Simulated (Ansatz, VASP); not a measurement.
One calculation of Al, two programs

```
CELL_PARAMETERS angstrom
0.00000 6.07443 6.07443
4.04962 0.00000 4.04962
4.04962 4.04962 0.00000
ATOMIC_POSITIONS crystal
Al 0.00000 0.00000 0.50000
Al 0.00000 0.50000 0.00000
Al 0.00000 0.50000 0.50000
Al 0.33267 0.99856 0.99856
Al 0.32329 0.00389 0.51061
Al 0.32329 0.51061 0.00389
Al 0.33383 0.49949 0.49949
Al 0.66733 0.00144 0.00144
Al 0.67671 0.99611 0.48939
Al 0.67671 0.48939 0.99611
Al 0.66617 0.50051 0.50051
```

Alike in both runs: functional PBE; k mesh 2 × 3 × 3; occupations fermi-dirac, width 0.15 eV; no spin polarisation.

Ansatz relaxed the structure, and its values are those at the end. VASP's run is a single point on that final structure, the one shown.

```csv
,VASP,Ansatz
version,VASP 6.6.1,Ansatz 0.2.0
potentials or method,"VASP PAW PBE potentials, release 64 (Al), cutoff 400 eV","plane waves, PAW"
valence electrons in the cell,33,33
```

|  | VASP | Ansatz | Ansatz less VASP |
| --- | --- | --- | --- |
| gap on the k mesh at the Fermi level (eV) | none | none | - |
| rms of the force components (eV/Å) | 0.003 | 0.003 | -0.0003 |

A gap of «none» marks a metal or a gap that the smearing closes.

The k mesh is coarse, so the values compare programs but aren't converged.
